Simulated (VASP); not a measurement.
Here is a VASP 6.6.1 calculation.

The input INCAR:

```
SYSTEM = BP
PREC     = Accurate       ! precision mode
ENCUT    = 450            ! plane-wave cutoff, eV
EDIFF    = 1E-7           ! SCF threshold, eV
ISMEAR   = 0              ! smearing method
SIGMA    = 0.02           ! smearing width, eV
LREAL    = .False.        ! projectors in reciprocal space
LASPH    = .True.         ! aspherical terms in the spheres
NELM     = 120            ! most SCF steps
ALGO     = Normal         ! electronic algorithm
ISIF     = 2              ! what is computed and relaxed
LWAVE    = .False.        ! write WAVECAR
LCHARG   = .False.        ! write CHGCAR
GGA      = PE             ! functional
IBRION   = 2              ! ionic algorithm
NSW      = 60             ! ionic steps
EDIFFG   = -0.002         ! ionic threshold
GGA_COMPAT= .False.      
NELMIN   = 4
```

KPOINTS

```
Automatic mesh
0
Gamma
  8 8 8
  0 0 0
```

The input POSCAR:

```
BP
1.0
    0.0000000000      2.2969143471      2.2605275851
    2.2969143471      0.0000000000      2.2605275851
    2.2969143471      2.2969143471      0.0000000000
B P
1 1
Direct
    0.0000000000      0.0000000000      0.0000000000
    0.2500000000      0.2500000000      0.2500000000
```

Potentials or basis: VASP PAW PBE potentials, release 64 (B, P).

Run with:

```sh
$ cat potpaw_PBE.64/B/POTCAR potpaw_PBE.64/P/POTCAR > POTCAR
$ mpirun -np 1 vasp_std > vasp.out
```

(1) What does it give for the band gap on the k mesh?

## Answers

(1) 1.06 eV, indirect (least direct gap 3.21 eV).

Caveat: the cell differs from its parent crystal (strained cell); the relaxation stopped at its first step, so nothing moved.
